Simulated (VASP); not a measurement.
Here is a VASP 6.6.1 calculation.

Contents of INCAR:

```
ALGO = Normal
EDIFF = 1E-7
EDIFFG = -0.03
ENCUT = 500
GGA = PE
GGA_COMPAT = F
IBRION = 2
ISIF = 3
ISMEAR = -1
LASPH = T
LCHARG = F
LREAL = F
LWAVE = F
NELM = 120
NELMIN = 4
NSW = 80
PREC = Accurate
SIGMA = 0.05
```

File KPOINTS:

```
k-points
0
Gamma
  7 7 7
```

POSCAR

```
Ca
1.0
    0.0000000000      2.7950000000      2.7950000000
    2.7950000000      0.0000000000      2.7950000000
    2.7950000000      2.7950000000      0.0000000000
Ca
1
Direct
    0.0000000000      0.0000000000      0.0000000000
```

Potentials or basis: VASP PAW PBE potentials, release 64 (Ca_sv).

Run with:

```sh
$ cat potpaw_PBE.64/Ca_sv/POTCAR > POTCAR
$ mpirun -np 1 vasp_std > vasp.out
```

Estimate the band gap on the k mesh.

zero (bands 5 and 6 overlap by 0.15 eV).

What does it give for the relaxed volume?

42.32 Å³/atom.

Step by step:
```csv
step,energy change (eV),largest force (eV/Å),pressure (GPa),volume (Å³)
1,0.0000,0.0000,-0.53,43.67
2,-0.0020,0.0000,-0.19,42.77
3,-0.0023,0.0000,0.00,42.32
```
